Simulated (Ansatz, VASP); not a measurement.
**Two plane-wave programs on InSe**

The input POSCAR:

```
InSe
1.0
    2.0000000000      1.1547005400      8.4400000000
   -2.0000000000      1.1547005400      8.4400000000
    0.0000000000     -2.3094010800      8.4400000000
In Se
2 2
Direct
    0.0000000000      0.0000000000      0.0000000000
    0.1114000000      0.1114000000      0.1114000000
    0.6165000000      0.6165000000      0.6165000000
    0.8281000000      0.8281000000      0.8281000000
```

Contents of INCAR.step1:

```
ALGO     = Normal         # electronic algorithm
EDIFF    = 1E-4           # SCF threshold, eV
ENCUT    = 520            # plane-wave cutoff, eV
GGA      = PE             # functional
ISMEAR   = 0              # smearing method
LASPH    = T              # aspherical terms in the spheres
LCHARG   = F              # write CHGCAR
LREAL    = F              # projectors in reciprocal space
LWAVE    = T              # write WAVECAR
NBANDS   = 27             # bands
NELM     = 60             # most SCF steps
PREC     = Accurate       # precision mode
SIGMA    = 0.01           # smearing width, eV
```

INCAR.step2

```
ALGO     = Normal         # electronic algorithm
EDIFF    = 1E-7           # SCF threshold, eV
ENCUT    = 520            # plane-wave cutoff, eV
ISIF     = 2              # what is computed and relaxed
ISMEAR   = 0              # smearing method
ISTART   = 1            
LASPH    = T              # aspherical terms in the spheres
LCHARG   = F              # write CHGCAR
LMIXTAU  = T            
LREAL    = F              # projectors in reciprocal space
LWAVE    = F              # write WAVECAR
METAGGA  = R2SCAN         # meta-GGA
NBANDS   = 27             # bands
NELM     = 60             # most SCF steps
PREC     = Accurate       # precision mode
SIGMA    = 0.01           # smearing width, eV
```

Contents of KPOINTS:

```
k-points
0
Gamma
  6 6 6
```

Input for Ansatz:

```yaml
crystal:
  lattice:
    - [2.0, 1.15470054, 8.44]
    - [-2.0, 1.15470054, 8.44]
    - [0.0, -2.30940108, 8.44]
  atoms:
    - { symbol: In, position: [0.0, 0.0, 0.0] }
    - { symbol: In, position: [0.1114, 0.1114, 0.1114] }
    - { symbol: Se, position: [0.6165, 0.6165, 0.6165] }
    - { symbol: Se, position: [0.8281, 0.8281, 0.8281] }
kpoints:
  mp_grid:
    grid: [6, 6, 6]
hamiltonian:
  xc: r2scan
  pseudopotentials:
    kind: paw
scf:
  occupations:
    method: fixed
output:
  optics:
    de: 0.05
    nscf_kmesh:
      grid: [8, 8, 8]
    bands:
      spectra_wanted_up_to: 10.0
```

Alike in both runs: task single point; functional r2SCAN; k mesh 6 × 6 × 6; no spin polarisation.

```csv
,VASP,Ansatz
version,VASP 6.6.1,Ansatz 0.2.0
potentials or method,"VASP PAW PBE potentials, release 64 (In_d, Se)","plane waves, PAW"
plane-wave cutoff (eV),520,500
occupations,"gaussian, width 0.01 eV",fixed
valence electrons in the cell,38,58
```

Ansatz gave:

* gap on the k mesh at the Fermi level (eV): 0.87

Which values does VASP return?

gap on the k mesh at the Fermi level (eV): 0.86.

VASP's potentials were made for PBE, not for r2SCAN. VASP's potentials hold 38 valence electrons a cell and Ansatz's 58, so a difference there can come from the potentials and not from the codes.
